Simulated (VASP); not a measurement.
The system is CaB3.

```
CELL_PARAMETERS angstrom
5.01677 0.00000 0.00000
-2.50838 4.34465 0.00000
0.00000 0.00000 4.69463
ATOMIC_POSITIONS crystal
Ca 0.33333 0.66667 0.00000
Ca 0.66667 0.33333 0.00000
B 0.80335 0.19665 0.50000
B 0.80335 0.60671 0.50000
B 0.39329 0.19665 0.50000
B 0.19665 0.80335 0.50000
B 0.19665 0.39329 0.50000
B 0.60671 0.80335 0.50000
```

The cell was generated, and may not be a known phase.

| Item | Value |
| --- | --- |
| Program | VASP 6.6.1 |
| Task | relaxation of cell and atoms |
| Functional | PBE |
| Potentials or basis | VASP PAW PBE potentials, release 64 (Ca_sv, B) |
| Cutoff | 600 eV |
| k mesh | 6 × 6 × 4 |
| Occupations | gaussian, width 0.1 eV |
| Spin | no spin polarisation |

At the start: pressure -0.4 GPa; volume 12.79 Å³/atom.

**Question.** Where does the relaxation end?

**Answer.** Over 6 steps the energy falls by 11.3 meV/atom and the volume is 12.67 Å³/atom (-0.9 %); space group P6/mmm (No. 191, to 0.1 Å) before and after.

The path:
| step | energy change (eV) | largest force (eV/Å) | pressure (GPa) | volume (Å³) |
| --- | --- | --- | --- | --- |
| 1 | 0.0000 | 0.2998 | -0.39 | 102.32 |
| 2 | -0.0320 | 0.1675 | -0.18 | 101.86 |
| 3 | -0.0543 | 0.1702 | -0.15 | 101.36 |
| 4 | -0.0885 | 0.0210 | 0.56 | 100.35 |
| 5 | -0.0884 | 0.0425 | 0.62 | 100.29 |
| 6 | -0.0902 | 0.0152 | -0.29 | 101.36 |

Final structure:
```xyz
8
Lattice="4.9011 0.0000 0.0000 -2.4505 4.2444 0.0000 0.0000 0.0000 4.8725" Properties=species:S:1:pos:R:3 pbc="T T T"
Ca    0.0000    2.8296    0.0000
Ca    2.4505    1.4148    0.0000
B     3.4033    0.8647    2.4363
B     2.4505    2.5150    2.4363
B     1.4978    0.8647    2.4363
B    -0.9528    3.3797    2.4363
B     0.0000    1.7295    2.4363
B     0.9528    3.3797    2.4363
```
